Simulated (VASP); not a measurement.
# Tl (P1) in VASP: further runs

Runs on Tl. Level: PBEsol. Tasks: single point.

All numbers are computed with VASP 6.6.1; they aren't measurements. Logs are shortened: lines on timing, memory, paths and dates and some standing lists are left out, and cuts for length are marked.

**1. The cell of the first run**

The typed cell holds 4 atoms: a = 6.912 Å, b = 3.456 Å, c = 5.525 Å, α = 90.00°, β = 90.00°, γ = 120.00°.

**2. Single point, PBEsol**

INCAR

```
  PREC = Accurate
  ENCUT = 520
  EDIFF = 1E-7
  ISMEAR = -1
  SIGMA = 0.08
  LREAL = False
  LASPH = True
  NELM = 60
  ALGO = Normal
  ISIF = 2
  LWAVE = False
  LCHARG = True
  GGA = PS
  LELF = True
  LVHAR = True
  NBANDS = 34
```

KPOINTS

```
regular mesh
0
Gamma
  3 6 4
```

POSCAR

```
Tl
1.0
    6.9120000000      0.0000000000      0.0000000000
   -1.7280000000      2.9929837955      0.0000000000
    0.0000000000      0.0000000000      5.5250000000
Tl
4
Direct
    0.1650767436      0.6630176224      0.2482977376
    0.6690947239      0.6757203307      0.2502237104
    0.3354584273      0.3390449362      0.7484162896
    0.8319184901      0.3232763911      0.7525125792
```

Potentials or basis: VASP PAW PBE potentials, release 64 (Tl_d).

Run with:

```console
> cat potpaw_PBE.64/Tl_d/POTCAR > POTCAR
> mpirun -np 1 vasp_std > vasp.out
```

OUTCAR:

```text
PREC = Accurate
   ENCUT = 520
   EDIFF = 1E-7
   ISMEAR = -1
   LREAL = False
   LASPH = True
   NELM = 60
   ISIF = 2
   GGA = PS

 ion  position               nearest neighbor table
   1  0.165  0.663  0.248-   4 3.39   3 3.40   3 3.41   2 3.42   3 3.42   3 3.42   4 3.43   2 3.45
                             2 3.46   2 3.49
   2  0.669  0.676  0.250-   4 3.36   4 3.38   3 3.40   3 3.42   4 3.42   1 3.42   4 3.44   1 3.45
                             1 3.46   1 3.49
   3  0.335  0.339  0.748-   2 3.40   1 3.40   1 3.41   4 3.42   2 3.42   1 3.42   1 3.42   4 3.45
                             4 3.46   4 3.50
   4  0.832  0.323  0.753-   2 3.36   2 3.38   1 3.39   3 3.42   2 3.42   1 3.43   2 3.44   3 3.45
                             3 3.46   3 3.50

  Warning from LATTYP: Monoclinic adjustment (A1->A3, A2->A1, A3->A2)!
  LATTYP: Found a simple orthorhombic cell.
 ALAT       =     3.4560000000
 B/A-ratio  =     1.5986689815
 C/A-ratio  =     1.7320508076

  Lattice vectors:

 A1 = (  -1.7280000000,   2.9929837955,   0.0000000000)
 A2 = (   0.0000000000,   0.0000000000,   5.5250000000)
 A3 = (   5.1840000000,   2.9929837955,   0.0000000000)

Analysis of symmetry for initial positions (statically):
=====================================================================
 Subroutine PRICEL returns:
 Original cell was already a primitive cell.

 Routine SETGRP: Setting up the symmetry group for a
 simple orthorhombic supercell.

 Subroutine GETGRP returns: Found  1 space group operations
 (whereof  1 operations were pure point group operations)
 out of a pool of  8 trial point group operations.

The static configuration has the point symmetry C_1 .

Analysis of symmetry for dynamics (positions and initial velocities):
=====================================================================
 Subroutine PRICEL returns:
 Original cell was already a primitive cell.

 Routine SETGRP: Setting up the symmetry group for a
 simple orthorhombic supercell.

 Subroutine GETGRP returns: Found  1 space group operations
 (whereof  1 operations were pure point group operations)
 out of a pool of  8 trial point group operations.

The dynamic configuration has the point symmetry C_1 .

 Subroutine INISYM returns: Found  1 space group operations
 (whereof  1 operations are pure point group operations),
 and found     1 'primitive' translations

----------------------------------------------------------------------------------------

                                     Primitive cell

  volume of cell :     114.2985

  direct lattice vectors                    reciprocal lattice vectors
     6.912000000  0.000000000  0.000000000     0.144675926  0.083528685  0.000000000
    -1.728000000  2.992983795  0.000000000     0.000000000  0.334114739  0.000000000
     0.000000000  0.000000000  5.525000000     0.000000000  0.000000000  0.180995475

  length of vectors
     6.912000000  3.456000000  5.525000000     0.167057370  0.334114739  0.180995475

  position of ions in fractional coordinates (direct lattice)
     0.165076744  0.663017622  0.248297738
     0.669094724  0.675720331  0.250223710
     0.335458427  0.339044936  0.748416290
     0.831918490  0.323276391  0.752512579

  ion indices of the primitive-cell ions
   primitive index   ion index
                 1           1
                 2           2
                 3           3
                 4           4

----------------------------------------------------------------------------------------

 KPOINTS: regular mesh

Automatic generation of k-mesh.
 Grid dimensions read from file:
 generate k-points for:    3    6    4

 Generating k-lattice:

  Cartesian coordinates                     Fractional coordinates (reciprocal lattice)
     0.048225309  0.027842895  0.000000000     0.333333333 -0.000000000  0.000000000
     0.000000000  0.055685790  0.000000000     0.000000000  0.166666667  0.000000000
     0.000000000  0.000000000  0.045248869     0.000000000  0.000000000  0.250000000

  Length of vectors
     0.055685790  0.055685790  0.045248869

  Shift w.r.t. Gamma in fractional coordinates (k-lattice)
     0.000000000  0.000000000  0.000000000

 Subroutine IBZKPT returns following result:
 ===========================================

 Found     38 irreducible k-points:

 Following reciprocal coordinates:
            Coordinates               Weight
  0.000000  0.000000  0.000000      1.000000
  0.333333  0.000000  0.000000      2.000000
  0.000000  0.166667  0.000000      2.000000
 -0.333333  0.166667  0.000000      2.000000
  0.333333  0.166667  0.000000      2.000000
  0.000000  0.333333  0.000000      2.000000
[... 16 lines left out ...]
 -0.333333 -0.333333 -0.250000      2.000000
 -0.333333  0.333333  0.250000      2.000000
 [... further k-points ...]
   k-points           NKPTS =     38   k-points in BZ     NKDIM =     38   number of bands    NBANDS=     34
   number of dos      NEDOS =    301   number of ions     NIONS =      4
   total plane-waves  NPLWV =  63504
   dimension x,y,z NGX =    54 NGY =   28 NGZ =   42
   dimension x,y,z NGXF=   108 NGYF=   56 NGZF=   84
   ions per type =               4
   NGX,Y,Z   is equivalent  to a cutoff of  12.99, 13.47, 12.64 a.u.
   NGXF,Y,Z  is equivalent  to a cutoff of  25.98, 26.94, 25.28 a.u.
 SYSTEM =  unknown system
   PREC   = accura    normal or accurate (medium, high low for compatibility)
   ISTART =      0    job   : 0-new  1-cont  2-samecut
   ICHARG =      2    charge: 1-file 2-atom 10-const
   ISPIN  =      1    spin polarized calculation?
   LNONCOLLINEAR =      F non collinear calculations
   LSORBIT =      F    spin-orbit coupling
   LASPH  =      T    aspherical Exc in radial PAW
   ENCUT  =  520.0 eV  38.22 Ry    6.18 a.u.  12.85  6.43 10.27*2*pi/ulx,y,z
   NELM   =     60;   NELMIN=  2; NELMDL= -5     # of ELM steps
   EDIFF  = 0.1E-06   stopping-criterion for ELM
   LREAL  =      F    real-space projection
   EDIFFG = 0.1E-05   stopping-criterion for IOM
   NSW    =      0    number of steps for IOM
   IBRION =     -1    ionic relax: 0-MD 1-quasi-New 2-CG
   NFREE  =      0    steps in history (QN), initial steepest desc. (CG)
   ISIF   =      2    stress and relaxation
   ISYM   =      2    0-nonsym 1-usesym 2-fastsym
   POTIM  = 0.5000    time-step for ionic-motion
   TEBEG  =    0.0;   TEEND  =   0.0 temperature during run
   PSTRESS=    0.0 pullay stress
   NELECT =      52.0000    total number of electrons
   NUPDOWN=      -1.0000    fix difference up-down
   EMIN   =  10.00;   EMAX   =-10.00  energy-range for DOS
   EFERMI =   0.00;   METHOD = LEGACY
   ISMEAR =    -1;   SIGMA  =   0.08  broadening in eV -4-tet -1-fermi 0-gaus
   EFERMI_NEDOS =   21; number of points for ismear=-14 and -15
   IALGO  =     38    algorithm
   IMIX   =      4    mixing-type and parameters
     AMIX     =   0.40;   BMIX     =  1.00
     AMIX_MAG =   1.60;   BMIX_MAG =  1.00
  volume/ion in A,a.u.               =      28.57       192.83
  Fermi-wavevector in a.u.,A,eV,Ry     =   1.259107  2.379366 21.569987  1.585349
  Thomas-Fermi vector in A             =   2.392683
   LORBIT       =      0    0 simple, 1 ext, 2 COOP (PROOUT), +10 PAW based schemes
   GGA     = PS    functional components
   LHFCALC =     F    Hartree Fock is set to
   AEXX    =    0.0000 exact exchange contribution
   IVDW    =     0    specifies the selected vdW correction
   LEPSILON=     F    determine dielectric tensor
   LRPA    =     F    only Hartree local field effects (RPA)
 non-spin polarized calculation
  energy-cutoff  :      520.00
  volume of cell :      114.30
 maximum number of plane-waves:      3092
 NGX is ok and might be reduce to    54
   NGX = 25   NGY = 13   NGZ = 21

 number of electron      51.9999999 magnetization

 Free energy of the ion-electron system (eV)
  ---------------------------------------------------
  ext. energy  EPLUGINS =         0.00000000
  ---------------------------------------------------
  free energy    TOTEN  =       -10.48911469 eV

  energy without entropy =      -10.44508220  energy(sigma->0) =      -10.46709844

 E-fermi :   6.4469     XC(G=0): -10.3718

 val. band max:        6.4203517381   @ k =  -0.3333   0.3333  -0.2500
 cond. band min:       6.4519949154   @ k =  -0.3333   0.3333  -0.2500
 fundamental gap:      0.0316431773
 Fermi energy:         6.4468547644

 k-point     1 :       0.0000    0.0000    0.0000
  band No.  band energies     occupation
      1      -5.4804      2.00000
      2      -5.3605      2.00000
      3      -5.3264      2.00000
      4      -5.2507      2.00000
      5      -5.1602      2.00000
      6      -5.1253      2.00000
[... 26 lines left out ...]
     33      14.5064      0.00000
     34      14.6408      0.00000

 k-point     2 :       0.3333    0.0000    0.0000
  band No.  band energies     occupation
      1      -5.4173      2.00000
      2      -5.3115      2.00000
      3      -5.2324      2.00000
      4      -5.2032      2.00000
      5      -5.1671      2.00000
      6      -5.1229      2.00000
[... 26 lines left out ...]
     33      13.8501      0.00000
     34      14.8555      0.00000

 k-point     3 :       0.0000    0.1667    0.0000
  band No.  band energies     occupation
      1      -5.3400      2.00000
      2      -5.3313      2.00000
      3      -5.3100      2.00000
      4      -5.1764      2.00000
      5      -5.1542      2.00000
      6      -5.1246      2.00000
[... 26 lines left out ...]
     33      12.7058      0.00000
     34      13.8591      0.00000
[... 704 lines left out ...]
 k-point    23 :      -0.3333   -0.3333   -0.2500
  band No.  band energies     occupation
      1      -5.3868      2.00000
      2      -5.3433      2.00000
      3      -5.3058      2.00000
      4      -5.2908      2.00000
      5      -5.1961      2.00000
      6      -5.1694      2.00000
[... 26 lines left out ...]
     33      11.3600      0.00000
     34      12.9473      0.00000

 k-point    24 :      -0.3333    0.3333    0.2500
  band No.  band energies     occupation
      1      -5.2882      2.00000
      2      -5.2753      2.00000
      3      -5.2308      2.00000
      4      -5.2251      2.00000
      5      -5.2002      2.00000
      6      -5.1962      2.00000
[... 26 lines left out ...]
     33      11.8360      0.00000
     34      11.8734      0.00000

 [... further k-points ...]

------------------------ aborting loop because EDIFF is reached ----------------------------------------

  FORCE on cell =-STRESS in cart. coord.  units (eV):
  Direction    XX          YY          ZZ          XY          YZ          ZX
  --------------------------------------------------------------------------------------
  -------------------------------------------------------------------------------------
  Total       -0.5658188     -0.5855589      0.8428119      0.0036722     -0.0016981      0.0010751
  in kB       -7.9313589     -8.2080654     11.8141062      0.0514748     -0.0238036      0.0150698
  external PRESSURE =      -1.4417727 kB  Pullay stress =       0.0000000 kB

 VOLUME and BASIS-vectors are now :
 -----------------------------------------------------------------------------
  energy-cutoff  :      520.00
  volume of cell :      114.30
      direct lattice vectors                 reciprocal lattice vectors
     6.912000000  0.000000000  0.000000000     0.144675926  0.083528685  0.000000000
    -1.728000000  2.992983795  0.000000000     0.000000000  0.334114739  0.000000000
     0.000000000  0.000000000  5.525000000     0.000000000  0.000000000  0.180995475

 POSITION                                       TOTAL-FORCE (eV/Angst)
 -----------------------------------------------------------------------------------
     -0.00468      1.98440      1.37185         0.019467      0.044309      0.016684
      3.45714      2.02242      1.38249        -0.016451     -0.047562      0.019071
      1.73282      1.01476      4.13500        -0.013691     -0.041706     -0.002539
      5.19160      0.96756      4.15763         0.010675      0.044959     -0.033216
 -----------------------------------------------------------------------------------
    total drift:                                0.000016     -0.000001      0.000013

  FREE ENERGIE OF THE ION-ELECTRON SYSTEM (eV)
  ---------------------------------------------------
  free  energy   TOTEN  =       -10.4891146880 eV

  energy  without entropy=      -10.4450821966  energy(sigma->0) =      -10.46709844
```

Wall time 3.3 min (1 thread of AMD EPYC 9755, shared host); peak memory 0.25 GiB.

Results:

* Free energy: -10.4891 eV
* Pressure: -0.1 GPa
* Largest force: 0.057 eV/Å
* Band gap on the k mesh: zero (bands 26 and 27 overlap by 4.37 eV)

Forces on the atoms (eV/Å):
```
Tl   0.019  0.044  0.017
Tl  -0.016 -0.048  0.019
Tl  -0.014 -0.042 -0.003
Tl   0.011  0.045 -0.033
```

Stress tensor (GPa, compression positive):
```
-0.79  0.01  0.00
 0.01 -0.82  0.00
 0.00  0.00  1.18
```

Levels at points of the mesh, in eV from the Fermi level:
```tsv
k point	band 22	band 23	band 24	band 25	band 26	band 27	band 28	band 29	band 30	band 31
(0.00, 0.00, 0.00)	-5.85	-5.18	-4.76	-2.93	-0.77	0.43	1.27	3.73	3.80	7.89
(0.00, 0.50, 0.00)	-5.84	-4.79	-4.74	-0.80	-0.75	0.43	0.44	1.23	1.30	3.68
(0.00, 0.00, 0.50)	-8.67	-4.79	-4.78	-2.37	-2.35	3.27	3.30	5.47	5.50	6.08
(0.00, 0.50, 0.50)	-4.80	-4.77	-4.76	-2.38	-2.36	-2.36	-2.34	5.46	5.48	5.49
```

Caveat: the PAW data sets were made with another functional, which shifts forces and pressure a little; spin-orbit coupling is left out, which moves the levels of the heavy elements.

(Continued in part 2 of 2.)

The gap in the log of VASP goes by the Fermi energy; the results here count the filled bands.